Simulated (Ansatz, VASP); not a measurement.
**BaZrO3: VASP beside Ansatz**

```
Ba Zr O
1.0
     4.18072    0.00000    0.00000
     0.00000    4.18072    0.00000
     0.00000    0.00000    4.18072
Ba Zr O
1 1 3
Direct
  0.00000 0.00000 0.00000
  0.50000 0.50000 0.50000
  0.50000 0.50000 0.00000
  0.00000 0.50000 0.50000
  0.50000 0.00000 0.50000
```

Alike in both runs: functional PBEsol; k mesh 6 × 6 × 6; occupations gaussian, width 0.02 eV; no spin polarisation.

Ansatz relaxed the structure, and its values are those at the end. VASP's run is a single point on that final structure, the one shown.

|  | VASP | Ansatz |
| --- | --- | --- |
| version | VASP 6.6.1 | Ansatz 0.2.0 |
| potentials or method | VASP PAW PBE potentials, release 64 (Ba_sv, Zr_sv, O), cutoff 600 eV | scalar-relativistic, plane waves, PAW |
| valence electrons in the cell | 40 | 40 |

|  | VASP | Ansatz | Ansatz less VASP |
| --- | --- | --- | --- |
| gap on the k mesh at the Fermi level (eV) | 3.12 | 3.18 | +0.058 |
| least direct gap on the mesh (eV) | 3.34 | 3.36 | +0.024 |
| pressure (GPa) | 1.0 | 0.0 | -1.03 |

VASP's potentials were made for PBE, not for PBEsol, and Ansatz warns of the same on its side.

Neither program's run includes spin-orbit coupling.
